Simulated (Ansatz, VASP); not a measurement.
C in VASP and in Ansatz

```xyz
1
Lattice="4.3811 0.0000 0.0000 -2.1906 3.7942 0.0000 0.0000 0.0000 1.2823" Properties=species:S:1:pos:R:3 pbc="T T T"
C     0.0000    0.0000    0.0000
```

Alike in both runs: functional PBE; k mesh 12 × 12 × 42; occupations gaussian, width 0.1 eV; no spin polarisation.

Ansatz relaxed the structure, and its values are those at the end. VASP's run is a single point on that final structure, the one shown.

|  | VASP | Ansatz |
| --- | --- | --- |
| version | VASP 6.6.1 | Ansatz 0.2.0 |
| potentials or method | VASP PAW PBE potentials, release 64 (C), cutoff 600 eV | scalar-relativistic, plane waves, PAW |
| valence electrons in the cell | 4 | 4 |

|  | VASP | Ansatz | Ansatz less VASP |
| --- | --- | --- | --- |
| gap on the k mesh at the Fermi level (eV) | none | none | - |
| pressure (GPa) | -0.2 | 0.0 | +0.24 |

A gap of «none» marks a metal or a gap that the smearing closes. With one functional, cell and mesh, what is left measures potentials, basis and numerics.
